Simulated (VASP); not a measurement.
Ag: relaxation of cell and atoms with PBEsol

Ag:

```
CELL_PARAMETERS angstrom
-1.65565 1.65565 1.65565
1.65565 -1.65565 1.65565
1.65565 1.65565 -1.65565
ATOMIC_POSITIONS crystal
Ag 0.00000 0.00000 0.00000
```

```
Program                : VASP 6.6.1
Task                   : relaxation of cell and atoms
Functional             : PBEsol
Potentials or basis    : VASP PAW PBE potentials, release 64 (Ag)
Cutoff                 : 600 eV
k mesh                 : 11 × 11 × 11
Occupations            : fermi-dirac, width 0.05 eV
Spin                   : no spin polarisation
Target pressure        : 2 GPa
Dipole correction      : no
Further INCAR settings : ALGO = Normal; EDIFF = 1e-07; IBRION = 2; EDIFFG = -0.01; NSW = 60; ISIF = 3
```

```
Relaxed volume                                         : 16.50 Å³/atom
Relaxed cell                                           : a = 2.778 Å, b = 2.778 Å, c = 2.778 Å, α = 109.47°, β = 109.47°, γ = 109.47°
Space group after relaxing (to 0.05 Å)                 : Im-3m (No. 229)
Energy change on relaxing (the enthalpy is what falls) : -33.7 meV/atom
Ionic steps                                            : 3
Pressure after relaxing                                : 1.9 GPa
```

Step by step:
| step | energy change (eV) | largest force (eV/Å) | pressure (GPa) | volume (Å³) |
| --- | --- | --- | --- | --- |
| 1 | 0.0000 | 0.0000 | -7.43 | 18.15 |
| 2 | 0.0061 | 0.0000 | 11.35 | 15.49 |
| 3 | -0.0337 | 0.0000 | 1.93 | 16.50 |

Final structure:
```
Ag
1.0
    -1.60367    1.60367    1.60367
     1.60367   -1.60367    1.60367
     1.60367    1.60367   -1.60367
Ag
1
Direct
  0.00000 0.00000 0.00000
```

Levels at points of the mesh, in eV from the Fermi level:
| k point | band 3 | band 4 | band 5 | band 6 | band 7 | band 8 | band 9 |
| --- | --- | --- | --- | --- | --- | --- | --- |
| (0.00, 0.00, 0.00) | -4.99 | -4.99 | -3.56 | -3.56 | 18.09 | 18.09 | 18.09 |

Wall time 27 s on 1 thread of Intel Xeon 6975P-C (shared host), peak memory 0.15 GiB.

Caveat: the cell is relaxed towards a set pressure, so the enthalpy falls and the energy may rise; the PAW data sets were made with another functional, which shifts forces and pressure a little.
